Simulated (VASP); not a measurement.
W, 1 atom in the cell. Symmetry: Im-3m, No. 229, cubic system. Conventional cell: a = 3.078 Å, b = 3.078 Å, c = 3.078 Å, α = 90.00°, β = 90.00°, γ = 90.00°. Within 3.5 Å of W (site symmetry m-3m) lie 14 W at 2.67 to 3.08 Å. 

| Item | Value |
| --- | --- |
| Program | VASP 6.6.1 |
| Task | single point |
| Functional | PBE |
| Dispersion | D4 |
| Potentials or basis | VASP PAW PBE potentials, release 64 (W_sv) |
| Cutoff | 500 eV |
| k mesh | 12 × 12 × 12 |
| Occupations | methfessel-paxton, width 0.05 eV |
| Spin | no spin polarisation |
| Hubbard terms | W d U = 6.0 eV |
| Dipole correction | no |
| Further INCAR settings | ALGO = Normal; EDIFF = 1e-06; NBANDS = 13 |

Potentials or basis: VASP PAW PBE potentials, release 64 (W_sv).

Launch:

```console
$ cat potpaw_PBE.64/W_sv/POTCAR > POTCAR
$ mpirun -np 1 vasp_std > vasp.out
```

Hardware: 1 thread of Intel(R) Xeon(R) Platinum 8488C (Sapphire Rapids), on a shared host.

Problem. How long does it take, and how much memory?

Solution. It took 7.8 s on 1 thread of Intel(R) Xeon(R) Platinum 8488C (Sapphire Rapids), on a shared host, peak memory 0.13 GiB. Counts: scf iterations 12, k points 72.
